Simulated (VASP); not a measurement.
# SiO2 (P4_2/mnm) in VASP: notebook

SiO2 is run at these levels: LDA; tasks: single point.

Everything below comes from runs of VASP 6.6.1. Logs are shortened: lines on timing, memory, paths and dates and some standing lists are left out, and cuts for length are marked.

### 1 The cell of the first run

Symmetry: P4_2/mnm, No. 136, tetragonal system. Conventional cell: a = 4.230 Å, b = 4.230 Å, c = 2.789 Å, α = 90.00°, β = 90.00°, γ = 90.00°. Si (site symmetry mmm) has 6 O at 1.82 to 1.83 Å within 2.4 Å. O (site symmetry m2m) has 3 Si at 1.82 to 1.83 Å and 1 O at 2.33 Å within 2.4 Å.

### 2 Single point, LDA

The input, INCAR:

```
PREC     = Accurate       # precision mode
ENCUT    = 520            # plane-wave cutoff, eV
EDIFF    = 1E-6           # SCF threshold, eV
ISMEAR   = 0              # smearing method
SIGMA    = 0.05           # smearing width, eV
LREAL    = False          # projectors in reciprocal space
LASPH    = True           # aspherical terms in the spheres
NELM     = 60             # most SCF steps
ALGO     = Normal         # electronic algorithm
ISIF     = 2              # what is computed and relaxed
LWAVE    = False          # write WAVECAR
LCHARG   = False          # write CHGCAR
GGA      = CA             # functional
NBANDS   = 25             # bands
```

The input, KPOINTS:

```
Automatic mesh
0
Gamma
  6 6 8
```

The input, POSCAR:

```
SiO2
1.0
    4.2299000000      0.0000000000      0.0000000000
    0.0000000000      4.2299000000      0.0000000000
    0.0000000000      0.0000000000      2.7891000000
Si O
2 4
Direct
    0.5000000000      0.5000000000      0.5000000000
    0.0000000000      0.0000000000      0.0000000000
    0.6944252994      0.6944252994      0.0000000000
    0.1944252994      0.8055747006      0.5000000000
    0.3055747006      0.3055747006      0.0000000000
    0.8055747006      0.1944252994      0.5000000000
```

Potentials or basis: VASP PAW LDA potentials, release 64 (Si, O).

Launch:

```console
cat potpaw_LDA.64/Si/POTCAR potpaw_LDA.64/O/POTCAR > POTCAR
mpirun -np 1 vasp_std > vasp.out
```

OUTCAR:

```text
PREC = Accurate
   ENCUT = 520
   EDIFF = 1E-6
   ISMEAR = 0
   LREAL = False
   LASPH = True
   NELM = 60
   ISIF = 2
   GGA = CA

 ion  position               nearest neighbor table
   1  0.500  0.500  0.500-   3 1.82   5 1.82   3 1.82   5 1.82   4 1.83   6 1.83
   2  0.000  0.000  0.000-   4 1.82   6 1.82   4 1.82   6 1.82   5 1.83   3 1.83
   3  0.694  0.694  0.000-   1 1.82   1 1.82   2 1.83
   4  0.194  0.806  0.500-   2 1.82   2 1.82   1 1.83
   5  0.306  0.306  0.000-   1 1.82   1 1.82   2 1.83
   6  0.806  0.194  0.500-   2 1.82   2 1.82   1 1.83

  LATTYP: Found a simple tetragonal cell.
 ALAT       =     4.2299000000
 C/A-ratio  =     0.6593772902

  Lattice vectors:

 A1 = (   4.2299000000,   0.0000000000,   0.0000000000)
 A2 = (   0.0000000000,   4.2299000000,   0.0000000000)
 A3 = (   0.0000000000,   0.0000000000,   2.7891000000)

Analysis of symmetry for initial positions (statically):
=====================================================================
 Subroutine PRICEL returns:
 Original cell was already a primitive cell.

 Routine SETGRP: Setting up the symmetry group for a
 simple tetragonal supercell.

 Subroutine GETGRP returns: Found 16 space group operations
 (whereof  8 operations were pure point group operations)
 out of a pool of 16 trial point group operations.

The static configuration has the point symmetry D_2h.
 The point group associated with its full space group is D_4h.

Analysis of symmetry for dynamics (positions and initial velocities):
=====================================================================
 Subroutine PRICEL returns:
 Original cell was already a primitive cell.

 Routine SETGRP: Setting up the symmetry group for a
 simple tetragonal supercell.

 Subroutine GETGRP returns: Found 16 space group operations
 (whereof  8 operations were pure point group operations)
 out of a pool of 16 trial point group operations.

The dynamic configuration has the point symmetry D_2h.
 The point group associated with its full space group is D_4h.

 Subroutine INISYM returns: Found 16 space group operations
 (whereof  8 operations are pure point group operations),
 and found     1 'primitive' translations

----------------------------------------------------------------------------------------

                                     Primitive cell

  volume of cell :      49.9027

[... 99 lines left out ...]
   NSW    =      0    number of steps for IOM
   IBRION =     -1    ionic relax: 0-MD 1-quasi-New 2-CG
   NFREE  =      0    steps in history (QN), initial steepest desc. (CG)
   ISIF   =      2    stress and relaxation
   ISYM   =      2    0-nonsym 1-usesym 2-fastsym
   POTIM  = 0.5000    time-step for ionic-motion
   TEBEG  =    0.0;   TEEND  =   0.0 temperature during run
   PSTRESS=    0.0 pullay stress
   NELECT =      32.0000    total number of electrons
   NUPDOWN=      -1.0000    fix difference up-down
   EMIN   =  10.00;   EMAX   =-10.00  energy-range for DOS
   EFERMI =   0.00;   METHOD = LEGACY
   ISMEAR =     0;   SIGMA  =   0.05  broadening in eV -4-tet -1-fermi 0-gaus
   EFERMI_NEDOS =   21; number of points for ismear=-14 and -15
   IALGO  =     38    algorithm
   IMIX   =      4    mixing-type and parameters
     AMIX     =   0.40;   BMIX     =  1.00
     AMIX_MAG =   1.60;   BMIX_MAG =  1.00
  volume/ion in A,a.u.               =       8.32        56.13
  Fermi-wavevector in a.u.,A,eV,Ry     =   1.411725  2.667773 27.115963  1.992967
  Thomas-Fermi vector in A             =   2.533547
   LORBIT       =      0    0 simple, 1 ext, 2 COOP (PROOUT), +10 PAW based schemes
   GGA     = CA    functional components
   LHFCALC =     F    Hartree Fock is set to
   AEXX    =    0.0000 exact exchange contribution
   IVDW    =     0    specifies the selected vdW correction
   LEPSILON=     F    determine dielectric tensor
   LRPA    =     F    only Hartree local field effects (RPA)
 non-spin polarized calculation
 Gauss-broadening in eV      SIGMA  =   0.05
  energy-cutoff  :      520.00
  volume of cell :       49.90
 maximum number of plane-waves:      1368
 NGX is ok and might be reduce to    32
   NGX = 15   NGY = 15   NGZ = 11

 number of electron      32.0000017 magnetization

 Free energy of the ion-electron system (eV)
  ---------------------------------------------------
  ext. energy  EPLUGINS =         0.00000000
  ---------------------------------------------------
  free energy    TOTEN  =       -51.63275943 eV

  energy without entropy =      -51.63275943  energy(sigma->0) =      -51.63275943

 E-fermi :   7.4402     XC(G=0): -12.3950

 val. band max:        7.2011290260   @ k =   0.0000   0.0000   0.0000
 cond. band min:      11.4690493529   @ k =   0.0000   0.0000   0.0000
 fundamental gap:      4.2679203269
 Fermi energy:         7.4402338858

 k-point     1 :       0.0000    0.0000    0.0000
  band No.  band energies     occupation
      1     -14.4745      2.00000
      2     -11.0215      2.00000
      3     -11.0215      2.00000
      4     -10.7292      2.00000
      5      -3.3482      2.00000
      6       1.1986      2.00000
[... 661 lines left out ...]
     24      19.1872      0.00000
     25      20.1880      0.00000

 [... further k-points ...]

------------------------ aborting loop because EDIFF is reached ----------------------------------------

  FORCE on cell =-STRESS in cart. coord.  units (eV):
  Direction    XX          YY          ZZ          XY          YZ          ZX
  --------------------------------------------------------------------------------------
  -------------------------------------------------------------------------------------
  Total       -5.7566709     -5.7566709    -10.4823086      0.0000000      0.0000000      0.0000000
  in kB     -184.8237173   -184.8237173   -336.5450719      0.0000000      0.0000000      0.0000000
  external PRESSURE =    -235.3975022 kB  Pullay stress =       0.0000000 kB

 VOLUME and BASIS-vectors are now :
 -----------------------------------------------------------------------------
  energy-cutoff  :      520.00
  volume of cell :       49.90
      direct lattice vectors                 reciprocal lattice vectors
     4.229900000  0.000000000  0.000000000     0.236412208  0.000000000  0.000000000
     0.000000000  4.229900000  0.000000000     0.000000000  0.236412208  0.000000000
     0.000000000  0.000000000  2.789100000     0.000000000  0.000000000  0.358538597

 POSITION                                       TOTAL-FORCE (eV/Angst)
 -----------------------------------------------------------------------------------
      2.11495      2.11495      1.39455         0.000000      0.000000      0.000000
      0.00000      0.00000      0.00000         0.000000      0.000000      0.000000
      2.93735      2.93735      0.00000        -0.158437     -0.158437      0.000000
      0.82240      3.40750      1.39455        -0.158437      0.158437      0.000000
      1.29255      1.29255      0.00000         0.158437      0.158437     -0.000000
      3.40750      0.82240      1.39455         0.158437     -0.158437      0.000000
 -----------------------------------------------------------------------------------
    total drift:                                0.000000      0.000000     -0.000000

  FREE ENERGIE OF THE ION-ELECTRON SYSTEM (eV)
  ---------------------------------------------------
  free  energy   TOTEN  =       -51.6327594335 eV

  energy  without entropy=      -51.6327594335  energy(sigma->0) =      -51.63275943
```

stdout:

```text
POSCAR found type information on POSCAR SiO
 POSCAR found :  2 types and       6 ions
 scaLAPACK will be used
 LDA part: xc-table for (Slater(with rela. corr.)+CA(PZ))
 , standard interpolation
 POSCAR, INCAR and KPOINTS ok, starting setup
 FFT: planning ... GRIDC
 FFT: planning ... GRID_SOFT
 FFT: planning ... GRID
 WAVECAR not read
 entering main loop
```

Run time: 38 s. Hardware: 1 thread of Intel Xeon 6975P-C, shared host; peak memory 0.16 GiB.

What came out:

```
Free energy            : -51.6328 eV
Pressure               : -23.5 GPa
Largest force          : 0.224 eV/Å
Band gap on the k mesh : 4.27 eV, direct
```

Forces on the atoms (eV/Å):
```
Si   0.000  0.000  0.000
Si   0.000  0.000  0.000
O   -0.158 -0.158  0.000
O   -0.158  0.158  0.000
O    0.158  0.158  0.000
O    0.158 -0.158  0.000
```

Stress tensor (GPa, compression positive):
```
-18.48   0.00   0.00
  0.00 -18.48   0.00
  0.00   0.00 -33.65
```

### 3 Single point, LDA

This run uses another cell than the first one, of 8.37 Å³/atom, 1.007 times its volume.

The input, INCAR:

```
PREC = Accurate
ENCUT = 520
EDIFF = 1E-6
ISMEAR = 0
SIGMA = 0.05
LREAL = F
LASPH = T
NELM = 80
ALGO = Normal
ISIF = 2
LWAVE = F
LCHARG = T
LELF = T
LVHAR = T
NBANDS = 25
```

KPOINTS is that of step 2.

POSCAR: that of step 2 with these lines changed.

```diff
@@ -2,5 +2,5 @@
 1.0
-    4.2299000000      0.0000000000      0.0000000000
-    0.0000000000      4.2299000000      0.0000000000
-    0.0000000000      0.0000000000      2.7891000000
+    4.1053000000      0.0000000000      0.0000000000
+    0.0000000000      4.1053000000      0.0000000000
+    0.0000000000      0.0000000000      2.9807000000
 Si O
```

Potentials or basis: VASP PAW LDA potentials, release 64 (Si, O).

Launch:

```console
cat potpaw_LDA.64/Si/POTCAR potpaw_LDA.64/O/POTCAR > POTCAR
mpirun -np 1 vasp_std > vasp.out
```

It took 40 s on 1 thread of Intel Xeon 6975P-C, shared host; peak memory 0.17 GiB.

It converged, with:

```
Free energy            : -50.9548 eV
Pressure               : -25.6 GPa
Largest force          : 0.469 eV/Å
Band gap on the k mesh : 3.82 eV, direct
```

Forces on the atoms (eV/Å):
```
Si   0.000  0.000  0.000
Si   0.000  0.000  0.000
O    0.331  0.331  0.000
O    0.331 -0.331  0.000
O   -0.331 -0.331  0.000
O   -0.331  0.331  0.000
```

Stress tensor (GPa, compression positive):
```
-10.44   0.00   0.00
  0.00 -10.44   0.00
  0.00   0.00 -55.99
```

Levels at points of the mesh, in eV from the valence-band top:
| k point | band 14 | band 15 | band 16 | band 17 | band 18 | band 19 |
| --- | --- | --- | --- | --- | --- | --- |
| (0.00, 0.00, 0.00) | -0.64 | -0.64 | 0.00 | 3.82 | 4.69 | 6.24 |
| (0.50, 0.00, 0.00) | -2.68 | -0.83 | -0.83 | 5.89 | 5.89 | 7.03 |
| (0.50, 0.50, 0.00) | -2.85 | -1.54 | -1.54 | 5.56 | 5.56 | 8.19 |
| (0.00, 0.00, 0.50) | -3.01 | -2.19 | -2.19 | 8.09 | 8.09 | 11.35 |
| (0.50, 0.00, 0.50) | -1.74 | -1.37 | -1.37 | 8.02 | 8.02 | 10.02 |
| (0.50, 0.50, 0.50) | -1.18 | -1.15 | -1.15 | 6.44 | 6.44 | 10.81 |

### 4 Single point, LDA

This run uses another cell than the first one, of 8.41 Å³/atom, 1.011 times its volume.

INCAR: that of step 3 with these lines changed.

```diff
@@ -11,5 +11,4 @@
 LWAVE = F
-LCHARG = T
-LELF = T
-LVHAR = T
+LCHARG = F
+GGA = CA
 NBANDS = 25
```

The input, KPOINTS:

```
regular mesh
0
Gamma
  6 6 8
```

POSCAR: that of step 3 with these lines changed.

```diff
@@ -2,5 +2,5 @@
 1.0
-    4.1053000000      0.0000000000      0.0000000000
-    0.0000000000      4.1053000000      0.0000000000
-    0.0000000000      0.0000000000      2.9807000000
+    4.2050000000      0.0000000000      0.0000000000
+    0.0000000000      4.2050000000      0.0000000000
+    0.0000000000      0.0000000000      2.8529000000
 Si O
```

Launch:

```console
cat potpaw_LDA.64/Si/POTCAR potpaw_LDA.64/O/POTCAR > POTCAR
mpirun -np 1 vasp_std > vasp.out
```

It took 40 s on 1 thread of Intel Xeon 6975P-C, shared host; peak memory 0.17 GiB.

Results (log left out):

```yaml
Free_energy: -51.4279 eV
Pressure: -26.6 GPa
Largest_force: 0.040 eV/Å
Band_gap_on_the_k_mesh: 3.98 eV, direct
```

Forces on the atoms (eV/Å):
```
Si   0.000  0.000  0.000
Si   0.000  0.000  0.000
O   -0.028 -0.028  0.000
O   -0.028  0.028  0.000
O    0.028  0.028  0.000
O    0.028 -0.028  0.000
```

Stress tensor (GPa, compression positive):
```
-18.16   0.00   0.00
  0.00 -18.16   0.00
  0.00   0.00 -43.37
```

Levels at points of the mesh, in eV from the valence-band top:
| k point | band 14 | band 15 | band 16 | band 17 | band 18 | band 19 |
| --- | --- | --- | --- | --- | --- | --- |
| (0.00, 0.00, 0.00) | -0.78 | -0.78 | 0.00 | 3.98 | 5.32 | 6.90 |
| (0.50, 0.00, 0.00) | -2.70 | -0.93 | -0.93 | 6.16 | 6.16 | 7.56 |
| (0.50, 0.50, 0.00) | -2.71 | -1.86 | -1.86 | 5.88 | 5.88 | 8.55 |
| (0.00, 0.00, 0.50) | -2.94 | -2.38 | -2.38 | 7.92 | 7.92 | 11.51 |
| (0.50, 0.00, 0.50) | -2.00 | -1.55 | -1.55 | 7.80 | 7.80 | 9.34 |
| (0.50, 0.50, 0.50) | -1.47 | -1.34 | -1.34 | 6.20 | 6.20 | 10.41 |

### 5 Single point, LDA

This run uses another cell than the first one, of 8.39 Å³/atom, 1.009 times its volume.

The input, INCAR:

```
SYSTEM = SiO2
PREC = Accurate
ENCUT = 520
EDIFF = 1E-7
ISMEAR = 0
SIGMA = 0.05
LREAL = .False.
LASPH = .True.
NELM = 100
ALGO = Normal
ISIF = 2
LWAVE = .False.
LCHARG = .True.
LELF = .True.
LVHAR = .True.
NBANDS = 25
```

The input, KPOINTS:

```
regular mesh
0
Gamma
  6 6 8
  0 0 0
```

POSCAR: that of step 4 with these lines changed.

```diff
@@ -2,5 +2,5 @@
 1.0
-    4.2050000000      0.0000000000      0.0000000000
-    0.0000000000      4.2050000000      0.0000000000
-    0.0000000000      0.0000000000      2.8529000000
+    4.1551517022      0.0000000000      0.0000000000
+    0.0000000000      4.1551517022      0.0000000000
+    0.0000000000      0.0000000000      2.9168000000
 Si O
```

Potentials or basis: VASP PAW LDA potentials, release 64 (Si, O).

Launch:

```console
cat potpaw_LDA.64/Si/POTCAR potpaw_LDA.64/O/POTCAR > POTCAR
mpirun -np 1 vasp_std > vasp.out
```

OUTCAR:

```text
SYSTEM = SiO2
   PREC = Accurate
   ENCUT = 520
   EDIFF = 1E-7
   ISMEAR = 0
   LREAL = .False.
   LASPH = .True.
   NELM = 100
   ISIF = 2

 ion  position               nearest neighbor table
   1  0.500  0.500  0.500-   4 1.80   6 1.80   5 1.85   3 1.85   3 1.85   5 1.85
   2  0.000  0.000  0.000-   3 1.80   5 1.80   4 1.85   6 1.85   4 1.85   6 1.85
   3  0.694  0.694  0.000-   2 1.80   1 1.85   1 1.85
   4  0.194  0.806  0.500-   1 1.80   2 1.85   2 1.85
   5  0.306  0.306  0.000-   2 1.80   1 1.85   1 1.85
   6  0.806  0.194  0.500-   1 1.80   2 1.85   2 1.85

  LATTYP: Found a simple tetragonal cell.
 ALAT       =     4.1551517022
 C/A-ratio  =     0.7019719637

  Lattice vectors:

 A1 = (   4.1551517022,   0.0000000000,   0.0000000000)
 A2 = (   0.0000000000,   4.1551517022,   0.0000000000)
 A3 = (   0.0000000000,   0.0000000000,   2.9168000000)

Analysis of symmetry for initial positions (statically):
=====================================================================
 Subroutine PRICEL returns:
 Original cell was already a primitive cell.
[... 177 lines left out ...]
  free energy    TOTEN  =       -51.22304090 eV

  energy without entropy =      -51.22304090  energy(sigma->0) =      -51.22304090

 E-fermi :   7.3009     XC(G=0): -12.3689

 val. band max:        7.0810287692   @ k =   0.0000   0.0000   0.0000
 cond. band min:      10.9701528258   @ k =   0.0000   0.0000   0.0000
 fundamental gap:      3.8891240566
 Fermi energy:         7.3008559803

 k-point     1 :       0.0000    0.0000    0.0000
  band No.  band energies     occupation
      1     -14.3886      2.00000
      2     -10.8726      2.00000
      3     -10.8726      2.00000
      4     -10.5004      2.00000
      5      -3.3481      2.00000
      6       1.1009      2.00000
[... 661 lines left out ...]
     24      18.7929      0.00000
     25      20.1364      0.00000

 [... further k-points ...]
[... 5 lines left out ...]
  --------------------------------------------------------------------------------------
  -------------------------------------------------------------------------------------
  Total       -4.5368807     -4.5368807    -15.8193397      0.0000000      0.0000000      0.0000000
  in kB     -144.3402741   -144.3402741   -503.2902474      0.0000000      0.0000000      0.0000000
  external PRESSURE =    -263.9902652 kB  Pullay stress =       0.0000000 kB

 VOLUME and BASIS-vectors are now :
 -----------------------------------------------------------------------------
  energy-cutoff  :      520.00
  volume of cell :       50.36
      direct lattice vectors                 reciprocal lattice vectors
     4.155151702  0.000000000  0.000000000     0.240665100  0.000000000  0.000000000
     0.000000000  4.155151702  0.000000000     0.000000000  0.240665100  0.000000000
     0.000000000  0.000000000  2.916800000     0.000000000  0.000000000  0.342841470

 POSITION                                       TOTAL-FORCE (eV/Angst)
 -----------------------------------------------------------------------------------
      2.07758      2.07758      1.45840         0.000000      0.000000      0.000000
      0.00000      0.00000      0.00000         0.000000      0.000000      0.000000
      2.88544      2.88544      0.00000         0.159574      0.159574     -0.000000
      0.80787      3.34729      1.45840         0.159574     -0.159574      0.000000
      1.26971      1.26971      0.00000        -0.159574     -0.159574      0.000000
      3.34729      0.80787      1.45840        -0.159574      0.159574     -0.000000
 -----------------------------------------------------------------------------------
    total drift:                                0.000000      0.000000     -0.000000

  FREE ENERGIE OF THE ION-ELECTRON SYSTEM (eV)
  ---------------------------------------------------
  free  energy   TOTEN  =       -51.2230409037 eV

  energy  without entropy=      -51.2230409037  energy(sigma->0) =      -51.22304090
```

stdout:

```text
POSCAR found type information on POSCAR SiO
 POSCAR found :  2 types and       6 ions
 scaLAPACK will be used
 LDA part: xc-table for (Slater(with rela. corr.)+CA(PZ))
 , standard interpolation
 POSCAR, INCAR and KPOINTS ok, starting setup
 FFT: planning ... GRIDC
 FFT: planning ... GRID_SOFT
 FFT: planning ... GRID
 WAVECAR not read
 entering main loop
```

Wall time 43 s (1 thread of Intel Xeon 6975P-C, shared host); peak memory 0.17 GiB.

Results:

```yaml
Free_energy: -51.2230 eV
Pressure: -26.4 GPa
Largest_force: 0.226 eV/Å
Band_gap_on_the_k_mesh: 3.89 eV, direct
```

Forces in eV/Å, atoms in the order of the input:
```
Si   0.000  0.000  0.000
Si   0.000  0.000  0.000
O    0.160  0.160  0.000
O    0.160 -0.160  0.000
O   -0.160 -0.160  0.000
O   -0.160  0.160  0.000
```

Stress tensor (GPa, compression positive):
```
-14.43   0.00   0.00
  0.00 -14.43   0.00
  0.00   0.00 -50.33
```

### 6 Overview

| cell | gap on the mesh (eV) | pressure (GPa) | largest force (eV/Å) |
| --- | --- | --- | --- |
| a = 4.230, b = 4.230, c = 2.789 Å, 6 atoms | 4.27 | -23.5 | 0.22 |
| a = 4.105, b = 4.105, c = 2.981 Å, 6 atoms | 3.82 | -25.6 | 0.47 |
| a = 4.205, b = 4.205, c = 2.853 Å, 6 atoms | 3.98 | -26.6 | 0.04 |
| a = 4.155, b = 4.155, c = 2.917 Å, 6 atoms | 3.89 | -26.4 | 0.23 |

Alike in all rows: task single point; level LDA; potentials or basis VASP PAW LDA potentials, release 64 (Si, O); no spin polarisation; k mesh 6 × 6 × 8; cutoff (eV) 520; smearing gaussian 0.05 eV.

Total energies depend on the potentials used, so only differences within one code and one set of settings carry meaning.
